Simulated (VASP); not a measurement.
# AgO2: single point with r2SCAN

The system is AgO2.

```
O Ag
1.0
     2.78293   -1.63528    0.01856
     2.78293    1.63528    0.01856
     0.02388    0.00000    3.78249
O Ag
2 1
Cartesian
  3.7476 0.0000 2.8735
  1.8421 0.0000 0.9461
  0.0000 0.0000 0.0000
```

```
Program             : VASP 6.6.1
Task                : single point
Functional          : r2SCAN
Potentials or basis : VASP PAW PBE potentials, release 64 (O, Ag_sv_GW)
Cutoff              : 770 eV
k mesh              : 8 × 8 × 6
Occupations         : gaussian, width 0.1 eV
Spin                : no spin polarisation
```

```yaml
Pressure: -0.1 GPa
Largest_force: 0.040 eV/Å
Band_gap_on_the_k_mesh: zero (an odd number of electrons rules out a gap without spin polarisation)
```

Forces in eV/Å, atoms in the order of the input:
```
O   -0.040  0.000 -0.005
O    0.040  0.000  0.005
Ag   0.000  0.000  0.000
```

Stress tensor (GPa, compression positive):
```
 0.33  0.00  0.15
 0.00 -0.31  0.00
 0.15  0.00 -0.35
```

Levels at points of the mesh, in eV from the Fermi level:
```tsv
k point	band 13	band 14	band 15	band 16	band 17	band 18
(0.00, 0.00, 0.00)	-1.95	-1.83	-0.72	0.74	0.87	5.25
(0.50, 0.00, 0.00)	-3.40	-2.97	-2.90	-0.07	1.15	9.97
(0.50, 0.50, 0.00)	-3.42	-2.94	-2.86	0.03	1.07	10.08
(0.00, 0.00, 0.50)	-2.38	-2.32	-1.52	1.19	1.25	8.27
(0.50, 0.00, 0.50)	-3.05	-2.94	-1.41	-0.01	0.62	9.47
(0.50, 0.50, 0.50)	-3.10	-2.85	-1.45	0.00	0.50	9.53
```

Run time: 9.5 min on 1 thread of Intel(R) Xeon(R) Platinum 8259CL CPU @ 2.50GHz (Skylake/Cascade Lake) (shared host), peak memory 0.32 GiB.

Caveat: the PAW data sets were made with another functional, which shifts forces and pressure a little; an odd number of electrons without spin polarisation forces a metal; a magnetic or distorted state may lie lower.
